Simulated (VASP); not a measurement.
# Hf (Im-3m) in VASP: notebook, part 2 of 2

VASP 6.6.1.

**3. Single point, PBE (volume scaled by 1.025)**

File INCAR:

```
SYSTEM = Hf
ALGO     = Normal         ! electronic algorithm
EDIFF    = 1E-6           ! SCF threshold, eV
ENCUT    = 520            ! plane-wave cutoff, eV
GGA      = PE             ! functional
ISIF     = 2              ! what is computed and relaxed
ISMEAR   = -1             ! smearing method
LASPH    = .TRUE.         ! aspherical terms in the spheres
LCHARG   = .TRUE.         ! write CHGCAR
LELF     = .TRUE.         ! ELF
LREAL    = .FALSE.        ! projectors in reciprocal space
LVHAR    = .TRUE.       
LWAVE    = .FALSE.        ! write WAVECAR
NBANDS   = 11             ! bands
NELM     = 60             ! most SCF steps
PREC     = Accurate       ! precision mode
SIGMA    = 0.08           ! smearing width, eV
```

File KPOINTS:

```
k-points
0
G
  16 16 16
  0 0 0
```

File POSCAR:

```
Hf
1.0
   -1.8199180319      1.8199180319      1.8199180319
    1.8199180319     -1.8199180319      1.8199180319
    1.8199180319      1.8199180319     -1.8199180319
Hf
1
Direct
    0.0000000000      0.0000000000      0.0000000000
```

Potentials or basis: VASP PAW PBE potentials, release 64 (Hf_pv).

On the command line:

```console
cat potpaw_PBE.64/Hf_pv/POTCAR > POTCAR
mpirun -np 1 vasp_std > vasp.out
```

OUTCAR:

```text
SYSTEM = Hf
   EDIFF = 1E-6
   ENCUT = 520
   GGA = PE
   ISIF = 2
   ISMEAR = -1
   LASPH = .TRUE.
   LREAL = .FALSE.
   NELM = 60
   PREC = Accurate

 ion  position               nearest neighbor table
   1  0.000  0.000  0.000-

  LATTYP: Found a body centered cubic cell.
 ALAT       =     3.6398360638

  Lattice vectors:

 A1 = (  -1.8199180319,   1.8199180319,   1.8199180319)
 A2 = (   1.8199180319,  -1.8199180319,   1.8199180319)
 A3 = (   1.8199180319,   1.8199180319,  -1.8199180319)

Analysis of symmetry for initial positions (statically):
=====================================================================
 Subroutine PRICEL returns:
 Original cell was already a primitive cell.

 Routine SETGRP: Setting up the symmetry group for a
 body centered cubic supercell.

 Subroutine GETGRP returns: Found 48 space group operations
 (whereof 48 operations were pure point group operations)
 out of a pool of 48 trial point group operations.

The static configuration has the point symmetry O_h .

Analysis of symmetry for dynamics (positions and initial velocities):
=====================================================================
 Subroutine PRICEL returns:
 Original cell was already a primitive cell.

 Routine SETGRP: Setting up the symmetry group for a
 body centered cubic supercell.

 Subroutine GETGRP returns: Found 48 space group operations
 (whereof 48 operations were pure point group operations)
 out of a pool of 48 trial point group operations.

The dynamic configuration has the point symmetry O_h .

 Subroutine INISYM returns: Found 48 space group operations
 (whereof 48 operations are pure point group operations),
 and found     1 'primitive' translations

[... 107 lines left out ...]
   ISMEAR =    -1;   SIGMA  =   0.08  broadening in eV -4-tet -1-fermi 0-gaus
   EFERMI_NEDOS =   21; number of points for ismear=-14 and -15
   IALGO  =     38    algorithm
   IMIX   =      4    mixing-type and parameters
     AMIX     =   0.40;   BMIX     =  1.00
     AMIX_MAG =   1.60;   BMIX_MAG =  1.00
  volume/ion in A,a.u.               =      24.11       162.71
  Fermi-wavevector in a.u.,A,eV,Ry     =   1.220871  2.307111 20.279828  1.490525
  Thomas-Fermi vector in A             =   2.356073
   LORBIT       =      0    0 simple, 1 ext, 2 COOP (PROOUT), +10 PAW based schemes
   GGA     = PE    functional components
   LHFCALC =     F    Hartree Fock is set to
   AEXX    =    0.0000 exact exchange contribution
   IVDW    =     0    specifies the selected vdW correction
   LEPSILON=     F    determine dielectric tensor
   LRPA    =     F    only Hartree local field effects (RPA)
 non-spin polarized calculation
  energy-cutoff  :      520.00
  volume of cell :       24.11
 maximum number of plane-waves:       682
   NGX = 11   NGY = 11   NGZ = 11

 number of electron      10.0000000 magnetization

 number of electron       9.9999997 magnetization

 Free energy of the ion-electron system (eV)
  ---------------------------------------------------
  ext. energy  EPLUGINS =         0.00000000
  ---------------------------------------------------
  free energy    TOTEN  =        -9.71992982 eV

  energy without entropy =       -9.67405056  energy(sigma->0) =       -9.69699019

 E-fermi :   4.0887     XC(G=0): -10.9492

 val. band max:        4.0867851184   @ k =   0.3125   0.1250   0.0625
 cond. band min:       4.0987464623   @ k =  -0.4375  -0.4375   0.0625
 fundamental gap:      0.0119613439
 Fermi energy:         4.0886536519

 k-point     1 :       0.0000    0.0000    0.0000
  band No.  band energies     occupation
      1     -26.0441      2.00000
      2     -26.0441      2.00000
      3     -26.0441      2.00000
      4      -2.7061      2.00000
      5       5.5473      0.00000
      6       5.5473      0.00000
      7       5.5473      0.00000
      8       8.1160      0.00000
      9       8.1160      0.00000
     10      17.0149      0.00000
     11      17.0149      0.00000
[... 309 lines left out ...]
 k-point    24 :       0.2500    0.1875    0.0000
  band No.  band energies     occupation
      1     -26.5403      2.00000
      2     -26.2497      2.00000
      3     -26.0976      2.00000
      4       0.9757      2.00000
      5       3.7061      1.98337
      6       4.1476      0.64725
      7       7.5777      0.00000
      8       8.7255      0.00000
      9      10.0140      0.00000
     10      14.2035      0.00000
     11      16.8807      0.00000

 [... further k-points ...]
[... 5 lines left out ...]
  --------------------------------------------------------------------------------------
  -------------------------------------------------------------------------------------
  Total       -1.0681808     -1.0681808     -1.0681808      0.0000000      0.0000000     -0.0000000
  in kB      -70.9806315    -70.9806315    -70.9806315      0.0000000      0.0000000     -0.0000000
  external PRESSURE =     -70.9806315 kB  Pullay stress =       0.0000000 kB

 VOLUME and BASIS-vectors are now :
 -----------------------------------------------------------------------------
  energy-cutoff  :      520.00
  volume of cell :       24.11
      direct lattice vectors                 reciprocal lattice vectors
    -1.819918032  1.819918032  1.819918032     0.000000000  0.274737648  0.274737648
     1.819918032 -1.819918032  1.819918032     0.274737648  0.000000000  0.274737648
     1.819918032  1.819918032 -1.819918032     0.274737648  0.274737648  0.000000000

 POSITION                                       TOTAL-FORCE (eV/Angst)
 -----------------------------------------------------------------------------------
      0.00000      0.00000      0.00000         0.000000      0.000000      0.000000
 -----------------------------------------------------------------------------------
    total drift:                               -0.000000     -0.000000      0.000000

  FREE ENERGIE OF THE ION-ELECTRON SYSTEM (eV)
  ---------------------------------------------------
  free  energy   TOTEN  =        -9.7199298162 eV

  energy  without entropy=       -9.6740505610  energy(sigma->0) =       -9.69699019
```

stdout:

```text
POSCAR found type information on POSCAR Hf
 POSCAR found :  1 types and       1 ions
 scaLAPACK will be used
 LDA part: xc-table for (Slater+PW92), standard interpolation
 POSCAR, INCAR and KPOINTS ok, starting setup
 FFT: planning ... GRIDC
 FFT: planning ... GRID_SOFT
 FFT: planning ... GRID
 WAVECAR not read
 entering main loop
```

Wall time 34 s (1 thread of AMD EPYC 7R43 (Zen 3), shared host); peak memory 0.13 GiB.

What came out:

- Free energy: -9.7199 eV
- Pressure: -7.1 GPa
- Band gap on the k mesh: zero (band 5 reaches 5.55 eV, above the bottom of band 6 at 3.40 eV)

Caveat: spin-orbit coupling is left out, which moves the levels of the heavy elements.

**4. Single point, PBE (volume scaled by 1.05)**

File INCAR:

```
PREC = Accurate ; ENCUT = 520
EDIFF = 1E-6 ; ISMEAR = -1
SIGMA = 0.08 ; LREAL = False
LASPH = True ; NELM = 80
ALGO = Normal ; ISIF = 2
LWAVE = False ; LCHARG = False
GGA = PE ; NBANDS = 11
```

File KPOINTS:

```
regular mesh
0
Gamma
  16 16 16
```

File POSCAR:

```
Hf
1.0
   -1.8345954240      1.8345954240      1.8345954240
    1.8345954240     -1.8345954240      1.8345954240
    1.8345954240      1.8345954240     -1.8345954240
Hf
1
Direct
    0.0000000000      0.0000000000      0.0000000000
```

Potentials or basis: VASP PAW PBE potentials, release 64 (Hf_pv).

On the command line:

```console
cat potpaw_PBE.64/Hf_pv/POTCAR > POTCAR
mpirun -np 1 vasp_std > vasp.out
```

OUTCAR:

```text
PREC = Accurate
   ENCUT = 520
   EDIFF = 1E-6
   ISMEAR = -1
   LREAL = False
   LASPH = True
   NELM = 80
   ISIF = 2
   GGA = PE

 ion  position               nearest neighbor table
   1  0.000  0.000  0.000-

  LATTYP: Found a body centered cubic cell.
 ALAT       =     3.6691908480

  Lattice vectors:

 A1 = (  -1.8345954240,   1.8345954240,   1.8345954240)
 A2 = (   1.8345954240,  -1.8345954240,   1.8345954240)
 A3 = (   1.8345954240,   1.8345954240,  -1.8345954240)

Analysis of symmetry for initial positions (statically):
=====================================================================
 Subroutine PRICEL returns:
 Original cell was already a primitive cell.

 Routine SETGRP: Setting up the symmetry group for a
 body centered cubic supercell.

 Subroutine GETGRP returns: Found 48 space group operations
 (whereof 48 operations were pure point group operations)
 out of a pool of 48 trial point group operations.

The static configuration has the point symmetry O_h .

[... 156 lines left out ...]

  energy without entropy =       -9.64307253  energy(sigma->0) =       -9.66687088

 E-fermi :   3.9393     XC(G=0): -10.8438

 val. band max:        3.9265446762   @ k =  -0.3125   0.3750   0.0625
 cond. band min:       3.9403896089   @ k =   0.3125   0.1875   0.0000
 fundamental gap:      0.0138449327
 Fermi energy:         3.9393146010

 k-point     1 :       0.0000    0.0000    0.0000
  band No.  band energies     occupation
      1     -26.2916      2.00000
      2     -26.2916      2.00000
      3     -26.2916      2.00000
      4      -2.7781      2.00000
      5       5.3709      0.00000
      6       5.3709      0.00000
      7       5.3709      0.00000
      8       7.8737      0.00000
      9       7.8737      0.00000
     10      16.7499      0.00000
     11      16.7499      0.00000
[... 309 lines left out ...]
 k-point    24 :       0.2500    0.1875    0.0000
  band No.  band energies     occupation
      1     -26.7475      2.00000
      2     -26.4807      2.00000
      3     -26.3406      2.00000
      4       0.8427      2.00000
      5       3.5760      1.97890
      6       4.0016      0.62948
      7       7.3490      0.00000
      8       8.4505      0.00000
      9       9.6993      0.00000
     10      13.7758      0.00000
     11      16.4760      0.00000

 [... further k-points ...]
[... 5 lines left out ...]
  --------------------------------------------------------------------------------------
  -------------------------------------------------------------------------------------
  Total       -1.3642598     -1.3642598     -1.3642598     -0.0000000     -0.0000000     -0.0000000
  in kB      -88.4966318    -88.4966318    -88.4966318     -0.0000000     -0.0000000     -0.0000000
  external PRESSURE =     -88.4966318 kB  Pullay stress =       0.0000000 kB

 VOLUME and BASIS-vectors are now :
 -----------------------------------------------------------------------------
  energy-cutoff  :      520.00
  volume of cell :       24.70
      direct lattice vectors                 reciprocal lattice vectors
    -1.834595424  1.834595424  1.834595424     0.000000000  0.272539653  0.272539653
     1.834595424 -1.834595424  1.834595424     0.272539653  0.000000000  0.272539653
     1.834595424  1.834595424 -1.834595424     0.272539653  0.272539653  0.000000000

 POSITION                                       TOTAL-FORCE (eV/Angst)
 -----------------------------------------------------------------------------------
      0.00000      0.00000      0.00000         0.000000     -0.000000     -0.000000
 -----------------------------------------------------------------------------------
    total drift:                               -0.000000      0.000000      0.000000

  FREE ENERGIE OF THE ION-ELECTRON SYSTEM (eV)
  ---------------------------------------------------
  free  energy   TOTEN  =        -9.6906692205 eV

  energy  without entropy=       -9.6430725348  energy(sigma->0) =       -9.66687088
```

OSZICAR:

```text
N       E                     dE             d eps       ncg     rms          rms(c)
DAV:   1     0.127873707502E+02    0.12787E+02   -0.55991E+03  3198   0.822E+02
DAV:   2    -0.962980317412E+01   -0.22417E+02   -0.21770E+02  4004   0.154E+02
DAV:   3    -0.101057395712E+02   -0.47594E+00   -0.46736E+00  4010   0.152E+01
DAV:   4    -0.101082434806E+02   -0.25039E-02   -0.25028E-02  3614   0.129E+00
DAV:   5    -0.101082609115E+02   -0.17431E-04   -0.17431E-04  4024   0.950E-02    0.433E+01
DAV:   6    -0.979133627537E+01    0.31692E+00   -0.28057E-01  3466   0.381E+00    0.247E+01
DAV:   7    -0.969517673250E+01    0.96160E-01   -0.35721E-01  3577   0.416E+00    0.108E+00
DAV:   8    -0.969071318108E+01    0.44636E-02   -0.24603E-02  3514   0.113E+00    0.215E-01
DAV:   9    -0.969066275231E+01    0.50429E-04   -0.41358E-04  3889   0.178E-01    0.570E-02
DAV:  10    -0.969066976702E+01   -0.70147E-05   -0.40993E-05  3843   0.480E-02    0.340E-02
DAV:  11    -0.969066922052E+01    0.54650E-06   -0.49058E-06  3784   0.162E-02
   1 F= -.96906692E+01 E0= -.96668709E+01  d E =-.475967E-01
```

It took 32 s on 1 thread of AMD EPYC 7R43 (Zen 3), shared host; peak memory 0.13 GiB.

Results:

```yaml
Free_energy: -9.6907 eV
Pressure: -8.8 GPa
Band_gap_on_the_k_mesh: zero (band 5 reaches 5.37 eV, above the bottom of band 6 at 3.27 eV)
```

Caveat: spin-orbit coupling is left out, which moves the levels of the heavy elements.

**5. Summary**

| cell | gap on the mesh (eV) | pressure (GPa) |
| --- | --- | --- |
| a = 3.100 Å, angles 109.5°, 1 atom | none | -2.9 |
| a = 3.152 Å, angles 109.5°, 1 atom | none | -7.1 |
| a = 3.178 Å, angles 109.5°, 1 atom | none | -8.8 |

Alike in all rows: task single point; level PBE; potentials or basis VASP PAW PBE potentials, release 64 (Hf_pv); no spin polarisation; k mesh 16 × 16 × 16; cutoff (eV) 520; smearing fermi-dirac 0.08 eV.

Caveats: spin-orbit coupling is left out, which moves the levels of the heavy elements.

Absolute energies hang on the potentials; compare differences alone.
